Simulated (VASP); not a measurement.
Crystal: Ti.

```
Ti
1.0
    -1.60818    1.64100    1.64100
     1.64100   -1.60818    1.64100
     1.64100    1.64100   -1.60818
Ti
1
Cartesian
  0.0000 0.0000 0.0000
```

This cell differs from its parent crystal: equal xy, yz and zx shear strains of +2 %.

Base run:

```yaml
Program: VASP 6.6.1
Functional: PBEsol
Potentials_or_basis: VASP PAW PBE potentials, release 64 (Ti_sv)
Cutoff: 400 eV
k_mesh: 17 × 17 × 17
Occupations: fermi-dirac, width 0.08 eV
Spin: no spin polarisation
```

Its results: band gap on the k mesh zero (band 6 reaches 8.68 eV, above the bottom of band 7 at 7.18 eV); pressure -7.3 GPa.

Q: The run is repeated on the same cell with these changes: cutoff from 400 eV to 520 eV; further incar settings from ALGO = Normal; EDIFF = 1e-08; NBANDS = 12 to ALGO = Normal; EDIFF = 1e-06; NBANDS = 12. What comes out?

A: Band gap on the k mesh zero (band 6 reaches 8.67 eV, above the bottom of band 7 at 7.18 eV); pressure -6.6 GPa.

Caveats: the PAW data sets were made with another functional, which shifts forces and pressure a little.
